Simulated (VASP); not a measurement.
Ti2O, 3 atoms in the cell. It takes space group P-3m1 (No. 164, trigonal). Conventional cell: a = 2.919 Å, b = 2.919 Å, c = 4.713 Å, α = 90.00°, β = 90.00°, γ = 120.00°. Ti (site symmetry 3m) has 3 O at 2.14 Å and 3 Ti at 2.68 Å within 2.8 Å. O (site symmetry -3m) has 6 Ti at 2.14 Å within 2.8 Å. 

- Program: VASP 6.6.1
- Task: single point
- Functional: r2SCAN
- Potentials or basis: VASP PAW PBE potentials, release 64 (Ti_sv, O)
- Cutoff: 660 eV
- k mesh: 18 × 18 × 10
- Occupations: methfessel-paxton, width 0.01 eV
- Spin: no spin polarisation
- Dipole correction: no
- Further INCAR settings: ALGO = Normal; EDIFF = 1e-06; NBANDS = 22

Potentials or basis: VASP PAW PBE potentials, release 64 (Ti_sv, O).

The run is started by

```console
$ cat potpaw_PBE.64/Ti_sv/POTCAR potpaw_PBE.64/O/POTCAR > POTCAR
$ cp INCAR.step1 INCAR
$ mpirun -np 1 vasp_std > vasp.out
$ cp INCAR.step2 INCAR
$ mpirun -np 1 vasp_std > vasp.out
```

Hardware: 1 thread of Intel(R) Xeon(R) Platinum 8259CL CPU @ 2.50GHz (Skylake/Cascade Lake), with other jobs on the host.

Problem. How long does it take, and how much memory?

Solution. Run time: 14 min on 1 thread of Intel(R) Xeon(R) Platinum 8259CL CPU @ 2.50GHz (Skylake/Cascade Lake) (shared host), peak memory 0.41 GiB. Counts: k points 330.
